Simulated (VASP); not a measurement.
Set up this calculation in VASP 6.6.1, as the native input.

| Property | Result |
| --- | --- |
| Task | single point |
| Functional | PBE |
| Potentials or basis | VASP PAW PBE potentials, release 64 (P, As, Ga_d) |
| Cutoff | 520 eV |
| k mesh | 6 × 6 × 4 |
| Occupations | fermi-dirac, width 0.02 eV |
| Spin | no spin polarisation |
| Dipole correction | no |
| Further INCAR settings | ALGO = Normal; EDIFF = 1e-07; NBANDS = 46 |

The structure of Ga4As3P lies in POSCAR:

```
Ga4As3P
1.0
    7.3675761183     -1.9787573924      0.0312131109
    7.3675761183      1.9787573924      0.0312131109
   -3.2086864574      0.0000000000      6.0490769253
P As Ga
1 3 4
Direct
    0.0000643894      0.0000643894      0.6661236756
    0.7490103980      0.7490103980      0.0817380626
    0.5002679478      0.5002679478      0.1679166774
    0.2518607893      0.2518607893      0.5853537583
    0.1832671914      0.1832671914      0.8490054838
    0.9376267242      0.9376267242      0.2770433921
    0.6874823518      0.6874823518      0.3548370791
    0.4404202082      0.4404202082      0.7679818713
```

These files were run (other wordings do the same):

INCAR

```
ALGO = Normal
EDIFF = 1E-7
ENCUT = 520
GGA = PE
ISIF = 2
ISMEAR = -1
LASPH = True
LCHARG = False
LREAL = False
LWAVE = False
NBANDS = 46
NELM = 80
PREC = Accurate
SIGMA = 0.02
```

KPOINTS

```
k-points
0
Gamma
  6 6 4
```

Potentials or basis: VASP PAW PBE potentials, release 64 (P, As, Ga_d).

Command:

```sh
$ cat potpaw_PBE.64/P/POTCAR potpaw_PBE.64/As/POTCAR potpaw_PBE.64/Ga_d/POTCAR > POTCAR
$ mpirun -np 1 vasp_std > vasp.out
```

Results of the run:

```yaml
Pressure: 2.8 GPa
Largest_force: 0.070 eV/Å
Band_gap_on_the_k_mesh: 0.74 eV
```

Run time: 23 min on 1 thread of Intel Xeon 8259CL, with other jobs on the host, peak memory 0.66 GiB.
